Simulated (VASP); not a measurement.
Runs of VASP 6.6.1 on MgS. The structure is that of space group P6/mmm (No. 191), or close to it. The cells are those of the table. 

```tsv
task	cell	k mesh	cutoff (eV)	smearing	gap on the mesh (eV)	pressure (GPa)	relaxed volume (Å³/atom)
single point	a = 6.529, b = 6.529, c = 4.456 Å, angles 90.0, 90.0, 120.0°, 2 atoms	6 × 6 × 6	520	gaussian 0.02 eV	(b)	0.0	-
relaxation of cell and atoms	relaxed from a = 5.132, b = 5.132, c = 4.442 Å, angles 90.0, 90.0, 120.0°, 2 atoms	6 × 6 × 6	600	gaussian 0.02 eV	(a)	0.0	93.81
single point	a = 5.132, b = 5.132, c = 4.442 Å, angles 90.0, 90.0, 120.0°, 2 atoms	6 × 6 × 4	520	gaussian 0.1 eV	1.70	0.3	-
relaxation of cell and atoms	relaxed from a = 6.529, b = 6.529, c = 4.456 Å, angles 90.0, 90.0, 120.0°, 2 atoms	6 × 6 × 6	600	gaussian 0.02 eV	2.55	0.0	93.48
```

Alike in all rows: level PBE; potentials or basis VASP PAW PBE potentials, release 64 (Mg, S); no spin polarisation.

Q: Fill in the values left out.

A: (a) 2.56; (b) 2.44.

Caveats: the volume moved by over 15 % at a fixed basis, so the end points are rough (some runs).

A k mesh can miss the band edges.
